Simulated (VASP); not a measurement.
Write the native input for VASP 6.6.1 that does the following.

* Task: single point
* Functional: PBE
* Potentials or basis: VASP PAW PBE potentials, release 64 (Na_pv, H, Mo_sv)
* Cutoff: 520 eV
* k mesh: 4 × 4 × 2
* Occupations: gaussian, width 0.1 eV
* Spin: no spin polarisation
* Dipole correction: no
* Further INCAR settings: ALGO = Normal; EDIFF = 1e-06; NBANDS = 27

The structure of Na2MoH6 lies in POSCAR:

```
Na2MoH6
1.0
    4.4222191900      0.0000000000      0.0000000000
    0.0000000000      4.4222191900      0.0000000000
    0.0000000000      0.0000000000      8.8444383800
Na H Mo
2 6 1
Direct
    0.5000000000      0.5000000000      0.2500000000
    0.5000000000      0.5000000000      0.7500000000
    0.5000000000      0.0000000000      0.0000000000
    0.5000000000      0.0000000000      0.5000000000
    0.0000000000      0.5000000000      0.0000000000
    0.0000000000      0.5000000000      0.5000000000
    0.0000000000      0.0000000000      0.2500000000
    0.0000000000      0.0000000000      0.7500000000
    0.0000000000      0.0000000000      0.0000000000
```

This cell differs from its parent crystal: atoms taken out.

One way to write it, as run:

INCAR

```
SYSTEM = Na2MoH6
ALGO = Normal
EDIFF = 1E-6
ENCUT = 520
GGA = PE
ISIF = 2
ISMEAR = 0
LASPH = .TRUE.
LCHARG = .TRUE.
LELF = .TRUE.
LREAL = .FALSE.
LVHAR = .TRUE.
LWAVE = .FALSE.
NBANDS = 27
NELM = 80
PREC = Accurate
SIGMA = 0.1
```

KPOINTS

```
k-points
0
G
  4 4 2
  0 0 0
```

Potentials or basis: VASP PAW PBE potentials, release 64 (Na_pv, H, Mo_sv).

Launch:

```bash
$ cat potpaw_PBE.64/Na_pv/POTCAR potpaw_PBE.64/H/POTCAR potpaw_PBE.64/Mo_sv/POTCAR > POTCAR
$ mpirun -np 1 vasp_std > vasp.out
```

Results of the run:

The pressure is -10.1 GPa, the largest force is 1.820 eV/Å and the band gap on the k mesh is zero (bands 17 and 18 overlap by 0.47 eV).

Caveat: the cell differs from its parent crystal (atoms taken out); the cell stands under tension; forces of over 1 eV/Å act on the atoms, so gaps and moduli don't describe the material at rest.

It took 35 s on 1 thread of AMD EPYC 9R45 96-Core Processor (Zen 5), on a shared host, peak memory 0.27 GiB.
